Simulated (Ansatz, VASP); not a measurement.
# Two plane-wave programs on Li2Se

```
Li Se
1.0
     0.00000    2.99346    2.99346
     2.99346    0.00000    2.99346
     2.99346    2.99346    0.00000
Li Se
2 1
Cartesian
  1.4967 1.4967 1.4967
  4.4902 4.4902 4.4902
  0.0000 0.0000 0.0000
```

Alike in both runs: task single point; functional PBE-based screened hybrid with a share of 0.15 of exact exchange and HFSCREEN = 0.1; k mesh 4 × 4 × 4; no spin polarisation.

|  | VASP | Ansatz |
| --- | --- | --- |
| version | VASP 6.6.1 | Ansatz 0.2.0 |
| potentials or method | VASP PAW PBE potentials, release 64 (Li_sv, Se) | plane waves |
| plane-wave cutoff (eV) | 650 | 420 |
| occupations | gaussian, width 0.01 eV | fixed |
| valence electrons in the cell | 12 | 22 |

VASP gave:

```
gap on the k mesh at the Fermi level (eV) : 3.67
pressure (GPa)                            : -0.2
```

Q: What did Ansatz give for the same quantities?

A: gap on the k mesh at the Fermi level (eV): 3.66; pressure (GPa): 0.0.

VASP's potentials were made for PBE, not for PBE-based screened hybrid. VASP's potentials hold 12 valence electrons a cell and Ansatz's 22, so a difference there can come from the potentials and not from the codes. Ansatz's warnings: stress exchange threshold loose, stress scf threshold loose.

The k mesh is coarse, so the values compare programs but aren't converged.
